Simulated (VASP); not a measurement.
# ZnAu (Pm-3m) in VASP: a series of runs, part 3 of 3

VASP 6.6.1. Earlier steps stand in the parts before.

## 5. Electric field gradients, PBE (15.97 Å³/atom)

This run uses another cell than the first one, of 15.97 Å³/atom.

Contents of INCAR:

```
PREC = Accurate
ENCUT = 520
EDIFF = 1E-8
ISMEAR = -1
SIGMA = 0.05
LREAL = F
LASPH = T
NELM = 80
ALGO = Normal
ISIF = 2
LWAVE = F
LCHARG = F
GGA = PE
LEFG = T
NBANDS = 18
```

Contents of KPOINTS:

```
Automatic mesh
0
Gamma
  12 12 12
```

Contents of POSCAR:

```
ZnAu
1.0
    3.1730094440      0.0000000000      0.0000000000
    0.0000000000      3.1730094440      0.0000000000
    0.0000000000      0.0000000000      3.1730094440
Zn Au
1 1
Direct
    0.5000000000      0.5000000000      0.5000000000
    0.0000000000      0.0000000000      0.0000000000
```

Potentials or basis: VASP PAW PBE potentials, release 64 (Zn, Au).

Run with:

```
$ cat potpaw_PBE.64/Zn/POTCAR potpaw_PBE.64/Au/POTCAR > POTCAR
$ mpirun -np 1 vasp_std > vasp.out
```

OUTCAR:

```text
PREC = Accurate
   ENCUT = 520
   EDIFF = 1E-8
   ISMEAR = -1
   LREAL = F
   LASPH = T
   NELM = 80
   ISIF = 2
   GGA = PE

 ion  position               nearest neighbor table
   1  0.500  0.500  0.500-   2 2.75   2 2.75   2 2.75   2 2.75   2 2.75   2 2.75   2 2.75   2 2.75

   2  0.000  0.000  0.000-   1 2.75   1 2.75   1 2.75   1 2.75   1 2.75   1 2.75   1 2.75   1 2.75

  LATTYP: Found a simple cubic cell.
 ALAT       =     3.1730094440

  Lattice vectors:

 A1 = (   3.1730094440,   0.0000000000,   0.0000000000)
 A2 = (   0.0000000000,   3.1730094440,   0.0000000000)
 A3 = (   0.0000000000,   0.0000000000,   3.1730094440)

Analysis of symmetry for initial positions (statically):
=====================================================================
 Subroutine PRICEL returns:
 Original cell was already a primitive cell.

 Routine SETGRP: Setting up the symmetry group for a
 simple cubic supercell.

 Subroutine GETGRP returns: Found 48 space group operations
 (whereof 48 operations were pure point group operations)
 out of a pool of 48 trial point group operations.

The static configuration has the point symmetry O_h .

Analysis of symmetry for dynamics (positions and initial velocities):
=====================================================================
 Subroutine PRICEL returns:
 Original cell was already a primitive cell.

 Routine SETGRP: Setting up the symmetry group for a
 simple cubic supercell.

 Subroutine GETGRP returns: Found 48 space group operations
 (whereof 48 operations were pure point group operations)
 out of a pool of 48 trial point group operations.

The dynamic configuration has the point symmetry O_h .

 Subroutine INISYM returns: Found 48 space group operations
 (whereof 48 operations are pure point group operations),
 and found     1 'primitive' translations

----------------------------------------------------------------------------------------

                                     Primitive cell

  volume of cell :      31.9458

  direct lattice vectors                    reciprocal lattice vectors
     3.173009444  0.000000000  0.000000000     0.315158217  0.000000000  0.000000000
     0.000000000  3.173009444  0.000000000     0.000000000  0.315158217  0.000000000
     0.000000000  0.000000000  3.173009444     0.000000000  0.000000000  0.315158217

  length of vectors
     3.173009444  3.173009444  3.173009444     0.315158217  0.315158217  0.315158217

  position of ions in fractional coordinates (direct lattice)
     0.500000000  0.500000000  0.500000000
     0.000000000  0.000000000  0.000000000

  ion indices of the primitive-cell ions
   primitive index   ion index
                 1           1
                 2           2

----------------------------------------------------------------------------------------

 KPOINTS: Automatic mesh

Automatic generation of k-mesh.
 Grid dimensions read from file:
 generate k-points for:   12   12   12

[... 64 lines left out ...]
   LREAL  =      F    real-space projection
   EDIFFG = 0.1E-06   stopping-criterion for IOM
   NSW    =      0    number of steps for IOM
   IBRION =     -1    ionic relax: 0-MD 1-quasi-New 2-CG
   NFREE  =      0    steps in history (QN), initial steepest desc. (CG)
   ISIF   =      2    stress and relaxation
   ISYM   =      2    0-nonsym 1-usesym 2-fastsym
   POTIM  = 0.5000    time-step for ionic-motion
   TEBEG  =    0.0;   TEEND  =   0.0 temperature during run
   PSTRESS=    0.0 pullay stress
   NELECT =      23.0000    total number of electrons
   NUPDOWN=      -1.0000    fix difference up-down
   EMIN   =  10.00;   EMAX   =-10.00  energy-range for DOS
   EFERMI =   0.00;   METHOD = LEGACY
   ISMEAR =    -1;   SIGMA  =   0.05  broadening in eV -4-tet -1-fermi 0-gaus
   EFERMI_NEDOS =   21; number of points for ismear=-14 and -15
   IALGO  =     38    algorithm
   IMIX   =      4    mixing-type and parameters
     AMIX     =   0.40;   BMIX     =  1.00
     AMIX_MAG =   1.60;   BMIX_MAG =  1.00
  volume/ion in A,a.u.               =      15.97       107.79
  Fermi-wavevector in a.u.,A,eV,Ry     =   1.467279  2.772756 29.292093  2.152908
  Thomas-Fermi vector in A             =   2.582916
   LORBIT       =      0    0 simple, 1 ext, 2 COOP (PROOUT), +10 PAW based schemes
   GGA     = PE    functional components
   LHFCALC =     F    Hartree Fock is set to
   AEXX    =    0.0000 exact exchange contribution
   IVDW    =     0    specifies the selected vdW correction
   LEPSILON=     F    determine dielectric tensor
   LRPA    =     F    only Hartree local field effects (RPA)
 non-spin polarized calculation
  energy-cutoff  :      520.00
  volume of cell :       31.95
 maximum number of plane-waves:       912
 NGX is ok and might be reduce to    24
   NGX = 11   NGY = 11   NGZ = 11

 number of electron      23.0000030 magnetization

 Free energy of the ion-electron system (eV)
  ---------------------------------------------------
  ext. energy  EPLUGINS =         0.00000000
  ---------------------------------------------------
  free energy    TOTEN  =        -4.75176313 eV

  energy without entropy =       -4.74786824  energy(sigma->0) =       -4.74981568

 E-fermi :   6.8472     XC(G=0): -12.2376

 val. band max:        6.7600592185   @ k =   0.4167   0.4167   0.1667
 cond. band min:       6.8733307899   @ k =   0.3333   0.2500   0.0000
 fundamental gap:      0.1132715714
 Fermi energy:         6.8471532181

 k-point     1 :       0.0000    0.0000    0.0000
  band No.  band energies     occupation
      1      -3.5952      2.00000
      2      -1.2156      2.00000
      3      -1.2156      2.00000
      4      -0.5809      2.00000
      5      -0.5809      2.00000
      6      -0.5809      2.00000
[... 481 lines left out ...]
      5      -0.4188      2.00000
      6       0.4321      2.00000
[... 10 lines left out ...]
     17      20.2005      0.00000
     18      20.6817      0.00000

 [... further k-points ...]
[... 5 lines left out ...]
  --------------------------------------------------------------------------------------
  -------------------------------------------------------------------------------------
  Total        0.3337834      0.3337834      0.3337834     -0.0000000     -0.0000000     -0.0000000
  in kB       16.7402236     16.7402236     16.7402236     -0.0000000     -0.0000000     -0.0000000
  external PRESSURE =      16.7402236 kB  Pullay stress =       0.0000000 kB

 VOLUME and BASIS-vectors are now :
 -----------------------------------------------------------------------------
  energy-cutoff  :      520.00
  volume of cell :       31.95
      direct lattice vectors                 reciprocal lattice vectors
     3.173009444  0.000000000  0.000000000     0.315158217  0.000000000  0.000000000
     0.000000000  3.173009444  0.000000000     0.000000000  0.315158217  0.000000000
     0.000000000  0.000000000  3.173009444     0.000000000  0.000000000  0.315158217

 POSITION                                       TOTAL-FORCE (eV/Angst)
 -----------------------------------------------------------------------------------
      1.58650      1.58650      1.58650         0.000000      0.000000      0.000000
      0.00000      0.00000      0.00000         0.000000      0.000000      0.000000
 -----------------------------------------------------------------------------------
    total drift:                                0.000000      0.000000     -0.000000

  FREE ENERGIE OF THE ION-ELECTRON SYSTEM (eV)
  ---------------------------------------------------
  free  energy   TOTEN  =        -4.7517631300 eV

  energy  without entropy=       -4.7478682363  energy(sigma->0) =       -4.74981568

 Electric field gradients (V/A^2)
---------------------------------------------------------------------
 ion       V_xx      V_yy      V_zz      V_xy      V_xz      V_yz
---------------------------------------------------------------------
   1      -0.000    -0.000    -0.000    -0.000    -0.000    -0.000
   2      -0.000    -0.000     0.000    -0.000     0.000    -0.000
---------------------------------------------------------------------

 Electric field gradients after diagonalization (V/A^2)
 (convention: |V_zz| > |V_xx| > |V_yy|)
----------------------------------------------------------------------
 ion       V_xx      V_yy      V_zz     asymmetry (V_yy - V_xx)/ V_zz
----------------------------------------------------------------------
   1      -0.000    -0.000    -0.000      -0.260
   2       0.000    -0.000    -0.000       1.171
----------------------------------------------------------------------

           NMR quadrupolar parameters

 Cq : quadrupolar parameter    Cq=e*Q*V_zz/h
 eta: asymmetry parameters     (V_yy - V_xx)/ V_zz
 Q  : nuclear electric quadrupole moment in mb (millibarn)
----------------------------------------------------------------------
 ion       Cq(MHz)       eta       Q (mb)
----------------------------------------------------------------------
   1      -0.000      -0.260       1.000
   2      -0.000       1.171       1.000
----------------------------------------------------------------------
```

OSZICAR:

```text
N       E                     dE             d eps       ncg     rms          rms(c)
DAV:   1     0.134166285485E+03    0.13417E+03   -0.11514E+04  3124   0.164E+03
DAV:   2     0.385636499351E+00   -0.13378E+03   -0.12762E+03  3078   0.314E+02
DAV:   3    -0.514762623639E+01   -0.55333E+01   -0.54675E+01  3372   0.693E+01
DAV:   4    -0.519457919903E+01   -0.46953E-01   -0.46937E-01  3272   0.566E+00
DAV:   5    -0.519508944071E+01   -0.51024E-03   -0.51024E-03  3254   0.637E-01    0.798E+00
DAV:   6    -0.478388056902E+01    0.41121E+00   -0.12017E+00  3244   0.120E+01    0.512E+00
DAV:   7    -0.475963292348E+01    0.24248E-01   -0.29573E-02  4000   0.342E+00    0.275E+00
DAV:   8    -0.475174177230E+01    0.78912E-02   -0.96409E-03  3110   0.100E+00    0.155E-01
DAV:   9    -0.475175151189E+01   -0.97396E-05   -0.31185E-04  3660   0.263E-01    0.756E-02
DAV:  10    -0.475176237781E+01   -0.10866E-04   -0.41838E-05  3270   0.689E-02    0.178E-02
DAV:  11    -0.475176332476E+01   -0.94695E-06   -0.36768E-06  3188   0.282E-02    0.499E-03
DAV:  12    -0.475176311519E+01    0.20957E-06   -0.13877E-07  3838   0.100E-02    0.534E-04
DAV:  13    -0.475176312713E+01   -0.11933E-07   -0.14678E-08  1970   0.291E-03    0.109E-04
DAV:  14    -0.475176312997E+01   -0.28467E-08   -0.36600E-09  1618   0.669E-04
   1 F= -.47517631E+01 E0= -.47498157E+01  d E =-.389489E-02
```

It took 54 s on 1 thread of Intel Xeon 8259CL, shared host; peak memory 0.18 GiB.

Results:

```
Free energy                             : -4.7518 eV
Pressure                                : 1.7 GPa
Band gap on the k mesh                  : zero (an odd number of electrons rules out a gap without spin polarisation)
Largest electric field gradient by atom : zero within the noise of the run
```

Caveat: spin-orbit coupling is left out, which moves the levels of the heavy elements.

## 6. The runs side by side

```tsv
cell	gap on the mesh (eV)	pressure (GPa)
a = 3.094 Å, 2 atoms	none	13.4
a = 3.121 Å, 2 atoms	none	8.9
a = 3.147 Å, 2 atoms	none	5.0
a = 3.173 Å, 2 atoms	none	1.7
```

Alike in all rows: task electric field gradients; level PBE; potentials or basis VASP PAW PBE potentials, release 64 (Zn, Au); no spin polarisation; k mesh 12 × 12 × 12; cutoff (eV) 520; smearing fermi-dirac 0.05 eV.

Caveats: spin-orbit coupling is left out, which moves the levels of the heavy elements; the cell stands under pressure (at least some runs).

Absolute energies hang on the potentials; compare differences alone.
